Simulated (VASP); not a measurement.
# La (Pm-3m) in VASP: further runs

La is run at these levels: LDA; tasks: single point.

Program: VASP 6.6.1. These are calculated values, not measurements. Logs are shortened: lines on timing, memory, paths and dates and some standing lists are left out, and cuts for length are marked.

## Step 1: The cell of the first run

The structure is cubic, space group Pm-3m (No. 221). Conventional cell: a = 2.340 Å, b = 2.340 Å, c = 2.340 Å, α = 90.00°, β = 90.00°, γ = 90.00°. Within 3.1 Å of La (site symmetry m-3m) lie 6 La at 2.34 Å.

## Step 2: Single point, LDA (volume scaled by 0.4)

File INCAR:

```
SYSTEM = La
PREC = Accurate
ENCUT = 520
EDIFF = 1E-7
ISMEAR = -1
SIGMA = 0.05
LREAL = .False.
LASPH = .True.
NELM = 80
ALGO = Normal
ISIF = 2
LWAVE = .False.
LCHARG = .False.
GGA = CA
NBANDS = 12
```

File KPOINTS:

```
Automatic mesh
0
Gamma
  13 13 13
  0 0 0
```

File POSCAR:

```
La
1.0
    2.3400530669      0.0000000000      0.0000000000
    0.0000000000      2.3400530669      0.0000000000
    0.0000000000      0.0000000000      2.3400530669
La
1
Direct
    0.0000000000      0.0000000000      0.0000000000
```

Potentials or basis: VASP PAW LDA potentials, release 64 (La).

Run with:

```console
$ cat potpaw_LDA.64/La/POTCAR > POTCAR
$ mpirun -np 1 vasp_std > vasp.out
```

OUTCAR:

```text
SYSTEM = La
   PREC = Accurate
   ENCUT = 520
   EDIFF = 1E-7
   ISMEAR = -1
   LREAL = .False.
   LASPH = .True.
   NELM = 80
   ISIF = 2
   GGA = CA

 ion  position               nearest neighbor table
   1  0.000  0.000  0.000-

  LATTYP: Found a simple cubic cell.
 ALAT       =     2.3400530669

  Lattice vectors:

 A1 = (   2.3400530669,   0.0000000000,   0.0000000000)
 A2 = (   0.0000000000,   2.3400530669,   0.0000000000)
 A3 = (   0.0000000000,   0.0000000000,   2.3400530669)

Analysis of symmetry for initial positions (statically):
=====================================================================
 Subroutine PRICEL returns:
 Original cell was already a primitive cell.

 Routine SETGRP: Setting up the symmetry group for a
 simple cubic supercell.

 Subroutine GETGRP returns: Found 48 space group operations
 (whereof 48 operations were pure point group operations)
 out of a pool of 48 trial point group operations.

The static configuration has the point symmetry O_h .

Analysis of symmetry for dynamics (positions and initial velocities):
=====================================================================
 Subroutine PRICEL returns:
 Original cell was already a primitive cell.

 Routine SETGRP: Setting up the symmetry group for a
 simple cubic supercell.

 Subroutine GETGRP returns: Found 48 space group operations
 (whereof 48 operations were pure point group operations)
 out of a pool of 48 trial point group operations.

The dynamic configuration has the point symmetry O_h .

 Subroutine INISYM returns: Found 48 space group operations
 (whereof 48 operations are pure point group operations),
 and found     1 'primitive' translations

----------------------------------------------------------------------------------------

                                     Primitive cell

  volume of cell :      12.8138

  direct lattice vectors                    reciprocal lattice vectors
     2.340053067  0.000000000  0.000000000     0.427340736  0.000000000  0.000000000
     0.000000000  2.340053067  0.000000000     0.000000000  0.427340736  0.000000000
     0.000000000  0.000000000  2.340053067     0.000000000  0.000000000  0.427340736

  length of vectors
     2.340053067  2.340053067  2.340053067     0.427340736  0.427340736  0.427340736

  position of ions in fractional coordinates (direct lattice)
     0.000000000  0.000000000  0.000000000

  ion indices of the primitive-cell ions
   primitive index   ion index
                 1           1
[... 73 lines left out ...]
   LREAL  =      F    real-space projection
   EDIFFG = 0.1E-05   stopping-criterion for IOM
   NSW    =      0    number of steps for IOM
   IBRION =     -1    ionic relax: 0-MD 1-quasi-New 2-CG
   NFREE  =      0    steps in history (QN), initial steepest desc. (CG)
   ISIF   =      2    stress and relaxation
   ISYM   =      2    0-nonsym 1-usesym 2-fastsym
   POTIM  = 0.5000    time-step for ionic-motion
   TEBEG  =    0.0;   TEEND  =   0.0 temperature during run
   PSTRESS=    0.0 pullay stress
   NELECT =      11.0000    total number of electrons
   NUPDOWN=      -1.0000    fix difference up-down
   EMIN   =  10.00;   EMAX   =-10.00  energy-range for DOS
   EFERMI =   0.00;   METHOD = LEGACY
   ISMEAR =    -1;   SIGMA  =   0.05  broadening in eV -4-tet -1-fermi 0-gaus
   EFERMI_NEDOS =   21; number of points for ismear=-14 and -15
   IALGO  =     38    algorithm
   IMIX   =      4    mixing-type and parameters
     AMIX     =   0.40;   BMIX     =  1.00
     AMIX_MAG =   1.60;   BMIX_MAG =  1.00
  volume/ion in A,a.u.               =      12.81        86.47
  Fermi-wavevector in a.u.,A,eV,Ry     =   1.555894  2.940213 32.937069  2.420806
  Thomas-Fermi vector in A             =   2.659769
   LORBIT       =      0    0 simple, 1 ext, 2 COOP (PROOUT), +10 PAW based schemes
   GGA     = CA    functional components
   LHFCALC =     F    Hartree Fock is set to
   AEXX    =    0.0000 exact exchange contribution
   IVDW    =     0    specifies the selected vdW correction
   LEPSILON=     F    determine dielectric tensor
   LRPA    =     F    only Hartree local field effects (RPA)
 non-spin polarized calculation
  energy-cutoff  :      520.00
  volume of cell :       12.81
 maximum number of plane-waves:       354
 NGX is ok and might be reduce to    18
   NGX =  9   NGY =  9   NGZ =  9

 number of electron      11.0000001 magnetization

 Free energy of the ion-electron system (eV)
  ---------------------------------------------------
  ext. energy  EPLUGINS =         0.00000000
  ---------------------------------------------------
  free energy    TOTEN  =         1.82262436 eV

  energy without entropy =        1.83595833  energy(sigma->0) =        1.82929135

 E-fermi :  23.2826     XC(G=0): -14.7701

 val. band max:       23.2684675273   @ k =   0.3846   0.0769   0.0769
 cond. band min:      23.2917675818   @ k =   0.2308   0.2308   0.0769
 fundamental gap:      0.0233000544
 Fermi energy:        23.2826183305

 k-point     1 :       0.0000    0.0000    0.0000
  band No.  band energies     occupation
      1     -14.2444      2.00000
      2      12.4428      2.00000
      3      12.4428      2.00000
      4      12.4428      2.00000
      5      20.0735      2.00000
      6      20.0735      2.00000
      7      26.3463      0.00000
      8      27.3127      0.00000
      9      27.3127      0.00000
     10      27.3127      0.00000
     11      30.3054      0.00000
     12      30.5557      0.00000
[... 331 lines left out ...]
 k-point    24 :       0.3846    0.3077    0.0000
  band No.  band energies     occupation
      1      -9.1922      2.00000
      2       1.9350      2.00000
      3       4.9466      2.00000
      4      16.5680      2.00000
      5      18.1632      2.00000
      6      23.9017      0.00001
      7      25.1782      0.00000
      8      28.1561      0.00000
      9      28.8953      0.00000
     10      29.2663      0.00000
     11      30.0512      0.00000
     12      30.6464      0.00000

 [... further k-points ...]
[... 5 lines left out ...]
  --------------------------------------------------------------------------------------
  -------------------------------------------------------------------------------------
  Total       24.7020168     24.7020168     24.7020168     -0.0000000     -0.0000000      0.0000000
  in kB     3088.6299289   3088.6299289   3088.6299289     -0.0000000     -0.0000000      0.0000000
  external PRESSURE =    3088.6299289 kB  Pullay stress =       0.0000000 kB

 VOLUME and BASIS-vectors are now :
 -----------------------------------------------------------------------------
  energy-cutoff  :      520.00
  volume of cell :       12.81
      direct lattice vectors                 reciprocal lattice vectors
     2.340053067  0.000000000  0.000000000     0.427340736  0.000000000  0.000000000
     0.000000000  2.340053067  0.000000000     0.000000000  0.427340736  0.000000000
     0.000000000  0.000000000  2.340053067     0.000000000  0.000000000  0.427340736

 POSITION                                       TOTAL-FORCE (eV/Angst)
 -----------------------------------------------------------------------------------
      0.00000      0.00000      0.00000         0.000000      0.000000      0.000000
 -----------------------------------------------------------------------------------
    total drift:                                0.000000      0.000000      0.000000

  FREE ENERGIE OF THE ION-ELECTRON SYSTEM (eV)
  ---------------------------------------------------
  free  energy   TOTEN  =         1.8226243606 eV

  energy  without entropy=        1.8359583299  energy(sigma->0) =        1.82929135
```

Wall time 11 s (1 thread of Intel Xeon Platinum 8488C (Sapphire Rapids), shared host); peak memory 0.13 GiB.

What came out:

* Free energy: 1.8226 eV
* Pressure: 308.9 GPa

Caveat: spin-orbit coupling is left out, which moves the levels of the heavy elements.

## Step 3: Single point, LDA (volume scaled by 0.5)

File INCAR:

```
  ALGO = Normal
  EDIFF = 1E-6
  ENCUT = 520
  ISIF = 2
  ISMEAR = -1
  LASPH = True
  LCHARG = False
  LREAL = False
  LWAVE = False
  NBANDS = 12
  NELM = 80
  PREC = Accurate
  SIGMA = 0.05
```

File KPOINTS:

```
k-points
0
Gamma
  13 13 13
```

File POSCAR:

```
La
1.0
    2.5207457519      0.0000000000      0.0000000000
    0.0000000000      2.5207457519      0.0000000000
    0.0000000000      0.0000000000      2.5207457519
La
1
Direct
    0.0000000000      0.0000000000      0.0000000000
```

Potentials or basis: VASP PAW LDA potentials, release 64 (La).

Run with:

```console
$ cat potpaw_LDA.64/La/POTCAR > POTCAR
$ mpirun -np 1 vasp_std > vasp.out
```

Wall time 13 s (1 thread of Intel Xeon Platinum 8488C (Sapphire Rapids), shared host); peak memory 0.14 GiB.

It converged, with:

- Free energy: -2.2563 eV
- Pressure: 126.1 GPa

Levels at points of the mesh, in eV from the Fermi level:
```csv
k point,band 2,band 3,band 4,band 5,band 6,band 7,band 8,band 9
"(0.00, 0.00, 0.00)",-12.23,-12.23,-12.23,-2.96,-2.96,0.66,3.42,3.42
```

Caveat: spin-orbit coupling is left out, which moves the levels of the heavy elements.

## Step 4: Single point, LDA (volume scaled by 0.5)

File INCAR:

```
SYSTEM = La
ALGO     = Normal         ! electronic algorithm
EDIFF    = 1E-6           ! SCF threshold, eV
ENCUT    = 520            ! plane-wave cutoff, eV
ISIF     = 2              ! what is computed and relaxed
ISMEAR   = -1             ! smearing method
LASPH    = .TRUE.         ! aspherical terms in the spheres
LCHARG   = .FALSE.        ! write CHGCAR
LREAL    = .FALSE.        ! projectors in reciprocal space
LWAVE    = .FALSE.        ! write WAVECAR
NBANDS   = 12             ! bands
NELM     = 60             ! most SCF steps
PREC     = Accurate       ! precision mode
SIGMA    = 0.05           ! smearing width, eV
```

File KPOINTS:

```
k-points
0
G
  13 13 13
  0 0 0
```

POSCAR is that of step 3.

Run with:

```console
$ cat potpaw_LDA.64/La/POTCAR > POTCAR
$ mpirun -np 1 vasp_std > vasp.out
```

Wall time 9.1 s (1 thread of Intel Xeon Platinum 8488C (Sapphire Rapids), shared host); peak memory 0.13 GiB.

Results (log left out):

```
Free energy : -2.2563 eV
Pressure    : 126.1 GPa
```

Levels at points of the mesh, in eV from the Fermi level:
```
           k point  band 1  band 2  band 3  band 4  band 5  band 6  band 7  band 8  band 9  band 10
(0.00, 0.00, 0.00)  -35.50  -12.23  -12.23  -12.23   -2.96   -2.96    0.66    3.42    3.42     3.42
```

Caveat: spin-orbit coupling is left out, which moves the levels of the heavy elements.

## Step 5: Single point, LDA (volume scaled by 0.6)

File INCAR:

```
SYSTEM = La
PREC = Accurate ; ENCUT = 520
EDIFF = 1E-6 ; ISMEAR = -1
SIGMA = 0.05 ; LREAL = .False.
LASPH = .True. ; NELM = 100
ALGO = Normal ; ISIF = 2
LWAVE = .False. ; LCHARG = .False.
NBANDS = 12
```

File KPOINTS:

```
regular mesh
0
Gamma
  13 13 13
  0 0 0
```

File POSCAR:

```
La
1.0
    2.6786920740      0.0000000000      0.0000000000
    0.0000000000      2.6786920740      0.0000000000
    0.0000000000      0.0000000000      2.6786920740
La
1
Direct
    0.0000000000      0.0000000000      0.0000000000
```

Run with:

```console
$ cat potpaw_LDA.64/La/POTCAR > POTCAR
$ mpirun -np 1 vasp_std > vasp.out
```

It took 12 s on 1 thread of Intel Xeon Platinum 8488C (Sapphire Rapids), shared host; peak memory 0.14 GiB.

It converged, with:

```
Free energy : -3.9458 eV
Pressure    : 53.9 GPa
```

Levels at points of the mesh, in eV from the Fermi level:
| k point | band 3 | band 4 | band 5 | band 6 | band 7 | band 8 |
| --- | --- | --- | --- | --- | --- | --- |
| (0.00, 0.00, 0.00) | -13.23 | -13.23 | -2.61 | -2.61 | -0.82 | 2.98 |

Caveat: spin-orbit coupling is left out, which moves the levels of the heavy elements.

## Step 6: Overview

| cell | gap on the mesh (eV) | pressure (GPa) |
| --- | --- | --- |
| a = 2.340 Å, 1 atom | none | 308.9 |
| a = 2.521 Å, 1 atom | none | 126.1 |
| a = 2.679 Å, 1 atom | none | 53.9 |

Alike in all rows: task single point; level LDA; potentials or basis VASP PAW LDA potentials, release 64 (La); no spin polarisation; k mesh 13 × 13 × 13; cutoff (eV) 520; smearing fermi-dirac 0.05 eV.

Caveats: spin-orbit coupling is left out, which moves the levels of the heavy elements.

Absolute energies hang on the potentials; compare differences alone.
